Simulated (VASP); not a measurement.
Write the native input for VASP 6.6.1 that does the following.

```
Task                   : single point
Functional             : PBEsol
Potentials or basis    : VASP PAW PBE potentials, release 64 (Sc_sv)
Cutoff                 : 520 eV
k mesh                 : 10 × 10 × 10
Occupations            : gaussian, width 0.1 eV
Spin                   : no spin polarisation
Dipole correction      : no
Further INCAR settings : ALGO = Fast; EDIFF = 1e-06; NBANDS = 30
```

The structure of Sc lies in POSCAR:

```
Sc
1.0
   -3.1495564022      3.1495564022      2.8007725588
    3.1495564022     -3.1495564022      2.8007725588
    3.1495564022      3.1495564022     -2.8007725588
Sc
4
Direct
    0.2033475863      0.3872071074      0.5000000000
    0.6127928926      0.1127928926      0.8161404689
    0.2966524137      0.7966524137      0.1838595311
    0.8872071074      0.7033475863      0.5000000000
```

This cell differs from its parent crystal: strained and its atoms moved.

One way to write it, as run:

INCAR

```
SYSTEM = Sc
  PREC = Accurate
  ENCUT = 520
  EDIFF = 1E-6
  ISMEAR = 0
  SIGMA = 0.1
  LREAL = .FALSE.
  LASPH = .TRUE.
  NELM = 80
  ALGO = Fast
  ISIF = 2
  LWAVE = .FALSE.
  LCHARG = .FALSE.
  GGA = PS
  NBANDS = 30
```

KPOINTS

```
regular mesh
0
G
  10 10 10
  0 0 0
```

Potentials or basis: VASP PAW PBE potentials, release 64 (Sc_sv).

Launch:

```console
$ cat potpaw_PBE.64/Sc_sv/POTCAR > POTCAR
$ mpirun -np 1 vasp_std > vasp.out
```

It gave:

The pressure is -2.9 GPa and the largest force is 1.240 eV/Å. The band gap on the k mesh is zero (bands 22 and 23 overlap by 0.29 eV).

Caveat: the cell differs from its parent crystal (strained and its atoms moved); the PAW data sets were made with another functional, which shifts forces and pressure a little.

Run time: 4.8 min on 1 thread of AMD EPYC 9R45 96-Core Processor (Zen 5), with other jobs on the host, peak memory 0.38 GiB.
